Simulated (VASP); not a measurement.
Write the native input for VASP 6.6.1 that does the following.

* Task: single point
* Functional: PBE
* Potentials or basis: VASP PAW PBE potentials, release 64 (Ga_d, Cl)
* Cutoff: 520 eV
* k mesh: 10 × 10 × 10
* Occupations: gaussian, width 0.1 eV
* Spin: no spin polarisation
* Dipole correction: no
* Further INCAR settings: ALGO = Normal; EDIFF = 1e-07; NBANDS = 31

The structure of Ga3Cl lies in POSCAR:

```
Ga3Cl
1.0
    4.4690006580      0.0000000000      0.0000000000
    0.0000000000      4.4690006580      0.0000000000
    0.0000000000      0.0000000000      4.4690006580
Ga Cl
3 1
Direct
    0.0000000000      0.5000000000      0.5000000000
    0.5000000000      0.0000000000      0.5000000000
    0.5000000000      0.5000000000      0.0000000000
    0.0000000000      0.0000000000      0.0000000000
```

One way to write it, as run:

INCAR

```
SYSTEM = Ga3Cl
  ALGO = Normal
  EDIFF = 1E-7
  ENCUT = 520
  GGA = PE
  ISIF = 2
  ISMEAR = 0
  LASPH = .TRUE.
  LCHARG = .FALSE.
  LREAL = .FALSE.
  LWAVE = .FALSE.
  NBANDS = 31
  NELM = 80
  PREC = Accurate
  SIGMA = 0.1
```

KPOINTS

```
k-points
0
G
  10 10 10
  0 0 0
```

Potentials or basis: VASP PAW PBE potentials, release 64 (Ga_d, Cl).

The run is started by

```bash
$ cat potpaw_PBE.64/Ga_d/POTCAR potpaw_PBE.64/Cl/POTCAR > POTCAR
$ mpirun -np 1 vasp_std > vasp.out
```

Results of the run:

- Pressure: 0.0 GPa
- Band gap on the k mesh: zero (band 23 reaches 4.71 eV, above the bottom of band 24 at 4.12 eV)

It took 2.2 min on 1 thread of Intel Xeon 6975P-C (shared host), peak memory 0.27 GiB.
